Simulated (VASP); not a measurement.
# TePb in VASP: a series of runs

Runs on TePb. Level: PBE. Tasks: single point.

Program: VASP 6.6.1. These are calculated values, not measurements. Logs are shortened: lines on timing, memory, paths and dates and some standing lists are left out, and cuts for length are marked.

## (1) The cell of the first run

It takes space group Fm-3m (No. 225, cubic). Conventional cell: a = 6.536 Å, b = 6.536 Å, c = 6.536 Å, α = 90.00°, β = 90.00°, γ = 90.00°. Pb (site symmetry m-3m) has 6 Te at 3.27 Å within 4.3 Å. Within 4.3 Å of Te (site symmetry m-3m) lie 6 Pb at 3.27 Å.

## (2) Single point, PBE

File INCAR:

```
  PREC = Accurate
  ENCUT = 520
  EDIFF = 1E-6
  ISMEAR = 0
  SIGMA = 0.01
  LREAL = False
  LASPH = True
  NELM = 60
  ALGO = Normal
  ISIF = 2
  LWAVE = False
  LCHARG = False
  GGA = PE
  NBANDS = 17
```

File KPOINTS:

```
Automatic mesh
0
Gamma
  4 4 4
```

File POSCAR:

```
TePb
1.0
    0.0000000000      3.2678368466      3.2678368466
    3.2678368466      0.0000000000      3.2678368466
    3.2678368466      3.2678368466      0.0000000000
Pb Te
1 1
Direct
    0.0000000000      0.0000000000      0.0000000000
    0.5000000000      0.5000000000      0.5000000000
```

Potentials or basis: VASP PAW PBE potentials, release 64 (Pb_d, Te).

Started as:

```
$ cat potpaw_PBE.64/Pb_d/POTCAR potpaw_PBE.64/Te/POTCAR > POTCAR
$ mpirun -np 1 vasp_std > vasp.out
```

OUTCAR:

```text
PREC = Accurate
   ENCUT = 520
   EDIFF = 1E-6
   ISMEAR = 0
   LREAL = False
   LASPH = True
   NELM = 60
   ISIF = 2
   GGA = PE

 ion  position               nearest neighbor table
   1  0.000  0.000  0.000-   2 3.27   2 3.27   2 3.27   2 3.27   2 3.27   2 3.27
   2  0.500  0.500  0.500-   1 3.27   1 3.27   1 3.27   1 3.27   1 3.27   1 3.27

  LATTYP: Found a face centered cubic cell.
 ALAT       =     6.5356736932

  Lattice vectors:

 A1 = (   0.0000000000,   3.2678368466,   3.2678368466)
 A2 = (   3.2678368466,   0.0000000000,   3.2678368466)
 A3 = (   3.2678368466,   3.2678368466,   0.0000000000)

Analysis of symmetry for initial positions (statically):
=====================================================================
 Subroutine PRICEL returns:
 Original cell was already a primitive cell.

 Routine SETGRP: Setting up the symmetry group for a
 face centered cubic supercell.

 Subroutine GETGRP returns: Found 48 space group operations
 (whereof 48 operations were pure point group operations)
 out of a pool of 48 trial point group operations.

The static configuration has the point symmetry O_h .

Analysis of symmetry for dynamics (positions and initial velocities):
=====================================================================
 Subroutine PRICEL returns:
 Original cell was already a primitive cell.

 Routine SETGRP: Setting up the symmetry group for a
 face centered cubic supercell.

 Subroutine GETGRP returns: Found 48 space group operations
 (whereof 48 operations were pure point group operations)
 out of a pool of 48 trial point group operations.

The dynamic configuration has the point symmetry O_h .

 Subroutine INISYM returns: Found 48 space group operations
 (whereof 48 operations are pure point group operations),
 and found     1 'primitive' translations

----------------------------------------------------------------------------------------

                                     Primitive cell

  volume of cell :      69.7929

  direct lattice vectors                    reciprocal lattice vectors
     0.000000000  3.267836847  3.267836847    -0.153006415  0.153006415  0.153006415
     3.267836847  0.000000000  3.267836847     0.153006415 -0.153006415  0.153006415
     3.267836847  3.267836847  0.000000000     0.153006415  0.153006415 -0.153006415

  length of vectors
     4.621419188  4.621419188  4.621419188     0.265014884  0.265014884  0.265014884

  position of ions in fractional coordinates (direct lattice)
     0.000000000  0.000000000  0.000000000
     0.500000000  0.500000000  0.500000000

  ion indices of the primitive-cell ions
   primitive index   ion index
                 1           1
                 2           2

----------------------------------------------------------------------------------------

 KPOINTS: Automatic mesh

Automatic generation of k-mesh.
 Grid dimensions read from file:
 generate k-points for:    4    4    4

 Generating k-lattice:

  Cartesian coordinates                     Fractional coordinates (reciprocal lattice)
    -0.038251604  0.038251604  0.038251604     0.250000000  0.000000000  0.000000000
     0.038251604 -0.038251604  0.038251604     0.000000000  0.250000000  0.000000000
     0.038251604  0.038251604 -0.038251604     0.000000000  0.000000000  0.250000000

  Length of vectors
     0.066253721  0.066253721  0.066253721

  Shift w.r.t. Gamma in fractional coordinates (k-lattice)
     0.000000000  0.000000000  0.000000000

 Subroutine IBZKPT returns following result:
 ===========================================

 Found      8 irreducible k-points:

 Following reciprocal coordinates:
            Coordinates               Weight
  0.000000  0.000000  0.000000      1.000000
  0.250000  0.000000  0.000000      8.000000
  0.500000  0.000000  0.000000      4.000000
  0.250000  0.250000  0.000000      6.000000
  0.500000  0.250000  0.000000     24.000000
 -0.250000  0.250000  0.000000     12.000000
  0.500000  0.500000  0.000000      3.000000
 -0.250000  0.500000  0.250000      6.000000
   k-points           NKPTS =      8   k-points in BZ     NKDIM =      8   number of bands    NBANDS=     17
   number of dos      NEDOS =    301   number of ions     NIONS =      2
   total plane-waves  NPLWV =  46656
   dimension x,y,z NGX =    36 NGY =   36 NGZ =   36
   dimension x,y,z NGXF=    72 NGYF=   72 NGZF=   72
   ions per type =               1   1
   NGX,Y,Z   is equivalent  to a cutoff of  12.95, 12.95, 12.95 a.u.
   NGXF,Y,Z  is equivalent  to a cutoff of  25.90, 25.90, 25.90 a.u.
 SYSTEM =  unknown system
   PREC   = accura    normal or accurate (medium, high low for compatibility)
   ISTART =      0    job   : 0-new  1-cont  2-samecut
   ICHARG =      2    charge: 1-file 2-atom 10-const
   ISPIN  =      1    spin polarized calculation?
   LNONCOLLINEAR =      F non collinear calculations
   LSORBIT =      F    spin-orbit coupling
   LASPH  =      T    aspherical Exc in radial PAW
   ENCUT  =  520.0 eV  38.22 Ry    6.18 a.u.   8.59  8.59  8.59*2*pi/ulx,y,z
   NELM   =     60;   NELMIN=  2; NELMDL= -5     # of ELM steps
   EDIFF  = 0.1E-05   stopping-criterion for ELM
   LREAL  =      F    real-space projection
   EDIFFG = 0.1E-04   stopping-criterion for IOM
   NSW    =      0    number of steps for IOM
   IBRION =     -1    ionic relax: 0-MD 1-quasi-New 2-CG
   NFREE  =      0    steps in history (QN), initial steepest desc. (CG)
   ISIF   =      2    stress and relaxation
   ISYM   =      2    0-nonsym 1-usesym 2-fastsym
   POTIM  = 0.5000    time-step for ionic-motion
   TEBEG  =    0.0;   TEEND  =   0.0 temperature during run
   PSTRESS=    0.0 pullay stress
   NELECT =      20.0000    total number of electrons
   NUPDOWN=      -1.0000    fix difference up-down
   EMIN   =  10.00;   EMAX   =-10.00  energy-range for DOS
   EFERMI =   0.00;   METHOD = LEGACY
   ISMEAR =     0;   SIGMA  =   0.01  broadening in eV -4-tet -1-fermi 0-gaus
   EFERMI_NEDOS =   21; number of points for ismear=-14 and -15
   IALGO  =     38    algorithm
   IMIX   =      4    mixing-type and parameters
     AMIX     =   0.40;   BMIX     =  1.00
     AMIX_MAG =   1.60;   BMIX_MAG =  1.00
  volume/ion in A,a.u.               =      34.90       235.49
  Fermi-wavevector in a.u.,A,eV,Ry     =   1.079314  2.039608 15.849680  1.164919
  Thomas-Fermi vector in A             =   2.215276
   LORBIT       =      0    0 simple, 1 ext, 2 COOP (PROOUT), +10 PAW based schemes
   GGA     = PE    functional components
   LHFCALC =     F    Hartree Fock is set to
   AEXX    =    0.0000 exact exchange contribution
   IVDW    =     0    specifies the selected vdW correction
   LEPSILON=     F    determine dielectric tensor
   LRPA    =     F    only Hartree local field effects (RPA)
 non-spin polarized calculation
 Gauss-broadening in eV      SIGMA  =   0.01
  energy-cutoff  :      520.00
  volume of cell :       69.79
 maximum number of plane-waves:      1893
 NGX is ok and might be reduce to    36
   NGX = 17   NGY = 17   NGZ = 17

 number of electron      20.0000002 magnetization

 Free energy of the ion-electron system (eV)
  ---------------------------------------------------
  ext. energy  EPLUGINS =         0.00000000
  ---------------------------------------------------
  free energy    TOTEN  =        -7.51353181 eV

  energy without entropy =       -7.51353181  energy(sigma->0) =       -7.51353181

 E-fermi :   5.2852     XC(G=0):  -9.1513

 val. band max:        5.1837100242   @ k =   0.5000   0.0000   0.0000
 cond. band min:       5.9868525620   @ k =   0.5000   0.0000   0.0000
 fundamental gap:      0.8031425378
 Fermi energy:         5.2852094356

 k-point     1 :       0.0000    0.0000    0.0000
  band No.  band energies     occupation
      1     -11.4846      2.00000
      2     -11.4846      2.00000
      3     -11.4777      2.00000
      4     -11.4777      2.00000
      5     -11.4777      2.00000
      6      -6.5522      2.00000
[... 9 lines left out ...]
     16      11.0641      0.00000
     17      12.6569      0.00000

 k-point     2 :       0.2500    0.0000    0.0000
  band No.  band energies     occupation
      1     -11.4906      2.00000
      2     -11.4906      2.00000
      3     -11.4764      2.00000
      4     -11.4704      2.00000
      5     -11.4704      2.00000
      6      -6.0590      2.00000
[... 9 lines left out ...]
     16      12.1281      0.00000
     17      15.3360      0.00000

 k-point     3 :       0.5000    0.0000    0.0000
  band No.  band energies     occupation
      1     -11.4972      2.00000
      2     -11.4972      2.00000
      3     -11.4753      2.00000
      4     -11.4625      2.00000
      5     -11.4625      2.00000
      6      -5.2046      2.00000
[... 9 lines left out ...]
     16      14.4426      0.00000
     17      14.4426      0.00000

 k-point     4 :       0.2500    0.2500    0.0000
  band No.  band energies     occupation
      1     -11.5059      2.00000
      2     -11.4818      2.00000
      3     -11.4798      2.00000
      4     -11.4668      2.00000
      5     -11.4668      2.00000
      6      -5.9072      2.00000
[... 9 lines left out ...]
     16      13.6161      0.00000
     17      13.6210      0.00000

 k-point     5 :       0.5000    0.2500    0.0000
  band No.  band energies     occupation
      1     -11.5155      2.00000
      2     -11.4854      2.00000
      3     -11.4776      2.00000
      4     -11.4632      2.00000
      5     -11.4596      2.00000
      6      -5.1193      2.00000
[... 9 lines left out ...]
     16      14.8563      0.00000
     17      15.5959      0.00000

 k-point     6 :      -0.2500    0.2500    0.0000
  band No.  band energies     occupation
      1     -11.5006      2.00000
      2     -11.4934      2.00000
      3     -11.4718      2.00000
      4     -11.4669      2.00000
      5     -11.4660      2.00000
      6      -5.3737      2.00000
[... 9 lines left out ...]
     16      13.7489      0.00000
     17      14.5319      0.00000

 k-point     7 :       0.5000    0.5000    0.0000
  band No.  band energies     occupation
      1     -11.5360      2.00000
      2     -11.4861      2.00000
      3     -11.4749      2.00000
      4     -11.4552      2.00000
      5     -11.4552      2.00000
      6      -4.9897      2.00000
[... 9 lines left out ...]
     16      15.9074      0.00000
     17      16.1647      0.00000

 k-point     8 :      -0.2500    0.5000    0.2500
  band No.  band energies     occupation
      1     -11.5208      2.00000
      2     -11.4857      2.00000
      3     -11.4711      2.00000
      4     -11.4711      2.00000
      5     -11.4552      2.00000
      6      -4.8420      2.00000
[... 9 lines left out ...]
     16      16.0912      0.00000
     17      16.1541      0.00000

------------------------ aborting loop because EDIFF is reached ----------------------------------------

  FORCE on cell =-STRESS in cart. coord.  units (eV):
  Direction    XX          YY          ZZ          XY          YZ          ZX
  --------------------------------------------------------------------------------------
  -------------------------------------------------------------------------------------
  Total        0.2431818      0.2431818      0.2431818      0.0000000      0.0000000      0.0000000
  in kB        5.5825227      5.5825227      5.5825227      0.0000000      0.0000000      0.0000000
  external PRESSURE =       5.5825227 kB  Pullay stress =       0.0000000 kB

 VOLUME and BASIS-vectors are now :
 -----------------------------------------------------------------------------
  energy-cutoff  :      520.00
  volume of cell :       69.79
      direct lattice vectors                 reciprocal lattice vectors
     0.000000000  3.267836847  3.267836847    -0.153006415  0.153006415  0.153006415
     3.267836847  0.000000000  3.267836847     0.153006415 -0.153006415  0.153006415
     3.267836847  3.267836847  0.000000000     0.153006415  0.153006415 -0.153006415

 POSITION                                       TOTAL-FORCE (eV/Angst)
 -----------------------------------------------------------------------------------
      0.00000      0.00000      0.00000         0.000000      0.000000     -0.000000
      3.26784      3.26784      3.26784        -0.000000     -0.000000      0.000000
 -----------------------------------------------------------------------------------
    total drift:                               -0.000000      0.000000      0.000000

  FREE ENERGIE OF THE ION-ELECTRON SYSTEM (eV)
  ---------------------------------------------------
  free  energy   TOTEN  =        -7.5135318131 eV

  energy  without entropy=       -7.5135318131  energy(sigma->0) =       -7.51353181
```

Run time: 17 s. Hardware: 1 thread of Intel Xeon Platinum 8488C (Sapphire Rapids), shared host; peak memory 0.2 GiB.

Results:

```
Free energy            : -7.5135 eV
Pressure               : 0.6 GPa
Band gap on the k mesh : 0.80 eV
```

Caveat: the structure was generated, so it needn't be the stable form of TePb; spin-orbit coupling is left out, which moves the levels of the heavy elements. A k mesh can miss the band edges.

(Part 1 of 2 ends here.)
